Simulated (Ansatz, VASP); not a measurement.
## MgO: VASP beside Ansatz

INCAR

```
SYSTEM = MgO
ALGO = Normal ; EDIFF = 1E-6
EDIFFG = -0.005 ; ENCUT = 600
GGA = PE ; IBRION = 2
ISIF = 3 ; ISMEAR = -1
LASPH = .True. ; LCHARG = .False.
LREAL = .False. ; LWAVE = .False.
NELM = 100 ; NSW = 60
PREC = Accurate ; SIGMA = 0.02
```

KPOINTS

```
k-points
0
Gamma
  13 13 13
  0 0 0
```

Contents of POSCAR:

```
MgO
1.0
    0.0000000000      2.1544346900      2.1544346900
    2.1544346900      0.0000000000      2.1544346900
    2.1544346900      2.1544346900      0.0000000000
Mg O
1 1
Direct
    0.0000000000      0.0000000000      0.0000000000
    0.5000000000      0.5000000000      0.5000000000
```

Input for Ansatz:

```yaml
crystal:
  lattice:
    - [0.0, 2.15443469, 2.15443469]
    - [2.15443469, 0.0, 2.15443469]
    - [2.15443469, 2.15443469, 0.0]
  atoms:
    - { symbol: Mg, position: [0.0, 0.0, 0.0] }
    - { symbol: O, position: [0.5, 0.5, 0.5] }
kpoints:
  mp_grid: { grid: [13, 13, 13] }
scf:
  occupations: { method: fermi_dirac, width: 0.02 }
hamiltonian:
  xc: pbe
  pseudopotentials: { kind: paw }
output:
  forces: true
  stress: true
relax:
  f_tol: 0.005
  max_steps: 40
  cell: {}
```

Alike in both runs: task relaxation of cell and atoms; functional PBE; k mesh 13 × 13 × 13; occupations fermi-dirac, width 0.02 eV; no spin polarisation.

|  | VASP | Ansatz |
| --- | --- | --- |
| version | VASP 6.6.1 | Ansatz 0.2.0 |
| potentials or method | VASP PAW PBE potentials, release 64 (Mg, O) | PAW with Ansatz's default frozen-core files, scalar-relativistic |
| plane-wave cutoff (eV) | 600 | 420 |
| valence electrons in the cell | 8 | 16 |

Ansatz gave:

```
relaxed volume (Å³/atom)                                        : 9.62
relaxed length of the cell vector where the two differ most in proportion (Å) : 3.008
```

Q: Estimate VASP's values.

A: Relaxed volume (Å³/atom): 9.56; relaxed length of the cell vector where the two differ most in proportion (Å): 3.001.

VASP's potentials hold 8 valence electrons a cell and Ansatz's 16, so a difference there can come from the potentials and not from the codes.
